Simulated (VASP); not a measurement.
Crystal: Si3N4.

```xyz
14
Lattice="0.0000 3.8946 3.8946 3.8946 0.0000 3.8946 3.8946 3.8946 0.0000" Properties=species:S:1:pos:R:3 pbc="T T T"
Si    2.9210    2.9210    0.9737
Si    2.9210    0.9737    2.9210
Si    0.9737    2.9210    2.9210
Si    0.9737    0.9737    0.9737
Si    5.8419    5.8419    5.8419
Si    3.8946    3.8946    3.8946
N     2.8629    2.8629    2.8629
N     6.8737    4.8102    4.8102
N     4.8102    4.8102    6.8737
N     4.8102    6.8737    4.8102
N     4.9264    4.9264    2.8629
N     4.9264    2.8629    4.9264
N     6.8737    6.8737    6.8737
N     2.8629    4.9264    4.9264
```

Base run:

```yaml
Program: VASP 6.6.1
Functional: PBE
Potentials_or_basis: VASP PAW PBE potentials, release 64 (Si, N)
Cutoff: 520 eV
k_mesh: 6 × 6 × 6
Occupations: gaussian, width 0.02 eV
Spin: no spin polarisation
```

Its results: band gap on the k mesh 3.33 eV (least direct gap 3.37 eV); pressure -0.2 GPa; largest force 0.007 eV/Å.

**Question.** The run is repeated on the same cell with these changes: functional from PBE to PBEsol. What comes out?

**Answer.** Band gap on the k mesh 3.21 eV (least direct gap 3.25 eV); pressure -5.0 GPa; largest force 0.048 eV/Å.

PBEsol binds more tightly than PBE, so the same cell stands under less pressure.

Caveats: the cell stands under tension (at least some runs); the PAW data sets were made with another functional, which shifts forces and pressure a little (at least some runs).

A k mesh can miss the band edges.
